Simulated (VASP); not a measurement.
# TiCo3 (Pm-3m) in VASP: further runs, part 2 of 2

VASP 6.6.1.

### 4 Single point, PBEsol, collinear spin, ferromagnetic start (9.61 Å³/atom)

INCAR

```
SYSTEM = TiCo3
PREC = Accurate
ENCUT = 520
EDIFF = 1E-7
ISMEAR = 0
SIGMA = 0.15
LREAL = .False.
LASPH = .True.
NELM = 150
ALGO = Normal
ISIF = 2
LWAVE = .False.
LCHARG = .False.
ISPIN = 2
MAGMOM = 0.3 0.66 0.66 0.66
LORBIT = 11
NUPDOWN = 2.28
LMAXMIX = 4
GGA = PS
NBANDS = 32
```

KPOINTS

```
regular mesh
0
Gamma
  12 12 12
  0 0 0
```

POSCAR

```
TiCo3
1.0
    3.3744333754      0.0000000000      0.0000000000
    0.0000000000      3.3744333754      0.0000000000
    0.0000000000      0.0000000000      3.3744333754
Ti Co
1 3
Direct
    0.0000000000      0.0000000000      0.0000000000
    0.0000000000      0.5000000000      0.5000000000
    0.5000000000      0.0000000000      0.5000000000
    0.5000000000      0.5000000000      0.0000000000
```

Potentials or basis: VASP PAW PBE potentials, release 64 (Ti_sv, Co).

On the command line:

```sh
> cat potpaw_PBE.64/Ti_sv/POTCAR potpaw_PBE.64/Co/POTCAR > POTCAR
> mpirun -np 1 vasp_std > vasp.out
```

OUTCAR:

```text
SYSTEM = TiCo3
   PREC = Accurate
   ENCUT = 520
   EDIFF = 1E-7
   ISMEAR = 0
   LREAL = .False.
   LASPH = .True.
   NELM = 150
   ISIF = 2
   ISPIN = 2
   LORBIT = 11
   NUPDOWN = 2.28
   GGA = PS

 ion  position               nearest neighbor table
   1  0.000  0.000  0.000-   2 2.39   3 2.39   4 2.39   2 2.39   3 2.39   2 2.39   4 2.39   2 2.39
                             3 2.39   4 2.39   3 2.39   4 2.39
   2  0.000  0.500  0.500-   1 2.39   3 2.39   4 2.39   1 2.39   4 2.39   1 2.39   3 2.39   1 2.39
                             3 2.39   4 2.39   4 2.39   3 2.39
   3  0.500  0.000  0.500-   1 2.39   2 2.39   4 2.39   1 2.39   4 2.39   2 2.39   4 2.39   4 2.39
                             1 2.39   2 2.39   1 2.39   2 2.39
   4  0.500  0.500  0.000-   1 2.39   2 2.39   3 2.39   2 2.39   3 2.39   1 2.39   3 2.39   3 2.39
                             1 2.39   2 2.39   2 2.39   1 2.39

  LATTYP: Found a simple cubic cell.
 ALAT       =     3.3744333754

  Lattice vectors:

 A1 = (   3.3744333754,   0.0000000000,   0.0000000000)
 A2 = (   0.0000000000,   3.3744333754,   0.0000000000)
 A3 = (   0.0000000000,   0.0000000000,   3.3744333754)

Analysis of symmetry for initial positions (statically):
=====================================================================
 Subroutine PRICEL returns:
 Original cell was already a primitive cell.

 Routine SETGRP: Setting up the symmetry group for a
 simple cubic supercell.

 Subroutine GETGRP returns: Found 48 space group operations
 (whereof 48 operations were pure point group operations)
 out of a pool of 48 trial point group operations.

The static configuration has the point symmetry O_h .

Analysis of symmetry for dynamics (positions and initial velocities):
=====================================================================
 Subroutine PRICEL returns:
 Original cell was already a primitive cell.

 Routine SETGRP: Setting up the symmetry group for a
 simple cubic supercell.

 Subroutine GETGRP returns: Found 48 space group operations
 (whereof 48 operations were pure point group operations)
 out of a pool of 48 trial point group operations.

The dynamic configuration has the point symmetry O_h .
[... 170 lines left out ...]
 fundamental gap:     -0.2771303916
 Fermi energy:        13.0382638275

 spin component 1

 k-point     1 :       0.0000    0.0000    0.0000
  band No.  band energies     occupation
      1     -42.9528      1.00000
      2     -19.3601      1.00000
      3     -19.3601      1.00000
      4     -19.3601      1.00000
      5       3.8727      1.00000
      6       7.1628      1.00000
[... 805 lines left out ...]
     30      26.5115      0.00000
     31      27.1720      0.00000

 [... further k-points ...]

 spin component 2

 k-point     1 :       0.0000    0.0000    0.0000
  band No.  band energies     occupation
      1     -43.1124      1.00000
      2     -19.5216      1.00000
      3     -19.5216      1.00000
      4     -19.5216      1.00000
      5       3.9497      1.00000
      6       7.5534      1.00000
[... 805 lines left out ...]
     30      26.7901      0.00000
     31      27.3759      0.00000

 [... further k-points ...]

 [bands above 31 left out]

------------------------ aborting loop because EDIFF is reached ----------------------------------------

  FORCE on cell =-STRESS in cart. coord.  units (eV):
  Direction    XX          YY          ZZ          XY          YZ          ZX
  --------------------------------------------------------------------------------------
  -------------------------------------------------------------------------------------
  Total       11.0843011     11.0843011     11.0843011     -0.0000000     -0.0000000      0.0000000
  in kB      462.1855076    462.1855076    462.1855076     -0.0000000     -0.0000000      0.0000000
  external PRESSURE =     462.1855076 kB  Pullay stress =       0.0000000 kB

 VOLUME and BASIS-vectors are now :
 -----------------------------------------------------------------------------
  energy-cutoff  :      520.00
  volume of cell :       38.42
      direct lattice vectors                 reciprocal lattice vectors
     3.374433375  0.000000000  0.000000000     0.296346049  0.000000000  0.000000000
     0.000000000  3.374433375  0.000000000     0.000000000  0.296346049  0.000000000
     0.000000000  0.000000000  3.374433375     0.000000000  0.000000000  0.296346049

 POSITION                                       TOTAL-FORCE (eV/Angst)
 -----------------------------------------------------------------------------------
      0.00000      0.00000      0.00000         0.000000      0.000000      0.000000
      0.00000      1.68722      1.68722         0.000000      0.000000      0.000000
      1.68722      0.00000      1.68722         0.000000      0.000000      0.000000
      1.68722      1.68722      0.00000         0.000000      0.000000      0.000000
 -----------------------------------------------------------------------------------
    total drift:                                0.000000      0.000000      0.000000

  FREE ENERGIE OF THE ION-ELECTRON SYSTEM (eV)
  ---------------------------------------------------
  free  energy   TOTEN  =       -31.9596610529 eV

  energy  without entropy=      -31.9083315174  energy(sigma->0) =      -31.93399629

 total charge

# of ion       s       p       d       tot
------------------------------------------
    1        2.323   6.276   2.193  10.792
    2        0.596   0.676   7.467   8.740
    3        0.596   0.676   7.467   8.740
    4        0.596   0.676   7.467   8.740
--------------------------------------------------
tot          4.111   8.306  24.596  37.012

 magnetization (x)

# of ion       s       p       d       tot
------------------------------------------
    1       -0.002  -0.015  -0.175  -0.192
    2       -0.003   0.001   0.821   0.819
    3       -0.003   0.001   0.821   0.819
    4       -0.003   0.001   0.821   0.819
--------------------------------------------------
tot         -0.010  -0.012   2.288   2.265
```

OSZICAR:

```text
N       E                     dE             d eps       ncg     rms          rms(c)
DAV:   1     0.327202521907E+03    0.32720E+03   -0.16821E+04 10920   0.167E+03
DAV:   2    -0.930647180730E+01   -0.33651E+03   -0.31746E+03 10792   0.381E+02
DAV:   3    -0.355475607342E+02   -0.26241E+02   -0.25306E+02 13072   0.123E+02
DAV:   4    -0.365999337874E+02   -0.10524E+01   -0.10464E+01 14272   0.213E+01
DAV:   5    -0.366252388157E+02   -0.25305E-01   -0.25304E-01 13312   0.327E+00    0.283E+01
DAV:   6    -0.362530688276E+02    0.37217E+00   -0.33787E+01 12280   0.774E+01    0.171E+01
DAV:   7    -0.327709884550E+02    0.34821E+01   -0.23335E+01 13568   0.525E+01    0.107E+01
DAV:   8    -0.319814689559E+02    0.78952E+00   -0.19740E+00 14224   0.169E+01    0.345E+00
DAV:   9    -0.319709142714E+02    0.10555E-01   -0.17692E-01 13512   0.419E+00    0.182E+00
DAV:  10    -0.319586592662E+02    0.12255E-01   -0.70236E-02 13352   0.278E+00    0.685E-01
DAV:  11    -0.319597557458E+02   -0.10965E-02   -0.61426E-03 13256   0.700E-01    0.273E-01
DAV:  12    -0.319597454839E+02    0.10262E-04   -0.13536E-03 12624   0.380E-01    0.559E-02
DAV:  13    -0.319596743859E+02    0.71098E-04   -0.16651E-04 12632   0.121E-01    0.274E-02
DAV:  14    -0.319596619818E+02    0.12404E-04   -0.28596E-05 15888   0.499E-02    0.163E-02
DAV:  15    -0.319596615664E+02    0.41540E-06   -0.66249E-06 13856   0.269E-02    0.802E-03
DAV:  16    -0.319596612779E+02    0.28850E-06   -0.56880E-07 12368   0.791E-03    0.406E-03
DAV:  17    -0.319596611254E+02    0.15248E-06   -0.28737E-07 12256   0.414E-03    0.171E-03
DAV:  18    -0.319596610529E+02    0.72496E-07   -0.79205E-08  6648   0.216E-03
   1 F= -.31959661E+02 E0= -.31933996E+02  d E =-.513295E-01  mag=     2.2800
```

It took 5.1 min on 1 thread of Oxide Virtual Turin-like, shared host; peak memory 0.24 GiB.

What came out:

* Free energy: -31.9597 eV
* Pressure: 46.2 GPa
* Net moment: 2.28 μB per cell
* Site moments: Ti -0.19; Co +0.82 μB
* Valence electrons inside the program's atomic spheres: Ti 10.79; Co 8.74

Caveat: the cell stands under pressure; the PAW data sets were made with another functional, which shifts forces and pressure a little; the total moment is fixed, so each spin has its own Fermi level and the state may be an excited one.

### 5 Single point, PBEsol, collinear spin, ferromagnetic start (10.29 Å³/atom)

This run uses another cell than the first one, of 10.29 Å³/atom.

INCAR

```
SYSTEM = TiCo3
PREC = Accurate ; ENCUT = 520
EDIFF = 1E-6 ; ISMEAR = 0
SIGMA = 0.15 ; LREAL = .FALSE.
LASPH = .TRUE. ; NELM = 150
ALGO = Fast ; ISIF = 2
LWAVE = .FALSE. ; LCHARG = .FALSE.
ISPIN = 2 ; MAGMOM = 0.5 1.1 1.1 1.1
LORBIT = 11 ; NUPDOWN = 3.8
LMAXMIX = 4 ; GGA = PS
NBANDS = 32
```

KPOINTS

```
Automatic mesh
0
G
  12 12 12
  0 0 0
```

POSCAR

```
TiCo3
1.0
    3.4529205823      0.0000000000      0.0000000000
    0.0000000000      3.4529205823      0.0000000000
    0.0000000000      0.0000000000      3.4529205823
Ti Co
1 3
Direct
    0.0000000000      0.0000000000      0.0000000000
    0.0000000000      0.5000000000      0.5000000000
    0.5000000000      0.0000000000      0.5000000000
    0.5000000000      0.5000000000      0.0000000000
```

On the command line:

```sh
> cat potpaw_PBE.64/Ti_sv/POTCAR potpaw_PBE.64/Co/POTCAR > POTCAR
> mpirun -np 1 vasp_std > vasp.out
```

It took 3.4 min on 1 thread of Oxide Virtual Turin-like, shared host; peak memory 0.26 GiB.

The run converged. Its results:

- Free energy: -31.7773 eV
- Pressure: 28.1 GPa
- Net moment: 3.80 μB per cell
- Site moments: Ti -0.01; Co +1.25 μB
- Valence electrons inside the program's atomic spheres: Ti 10.65; Co 8.56

Caveat: the cell stands under pressure; the PAW data sets were made with another functional, which shifts forces and pressure a little; the total moment is fixed, so each spin has its own Fermi level and the state may be an excited one.

### 6 Overview

```tsv
fixed moment (μB)	cell	pressure (GPa)	moment (μB)
4.56	a = 3.374 Å, 4 atoms	59.8	4.56
0.76	a = 3.374 Å, 4 atoms	41.9	0.76
2.28	a = 3.374 Å, 4 atoms	46.2	2.28
3.8	a = 3.453 Å, 4 atoms	28.1	3.80
```

Alike in all rows: task single point; level PBEsol; potentials or basis VASP PAW PBE potentials, release 64 (Ti_sv, Co); spin collinear, ferromagnetic start; k mesh 12 × 12 × 12; cutoff (eV) 520; smearing gaussian 0.15 eV.

Caveats: the cell stands under pressure; the PAW data sets were made with another functional, which shifts forces and pressure a little; the total moment is fixed, so each spin has its own Fermi level and the state may be an excited one.

Absolute energies hang on the potentials; compare differences alone.
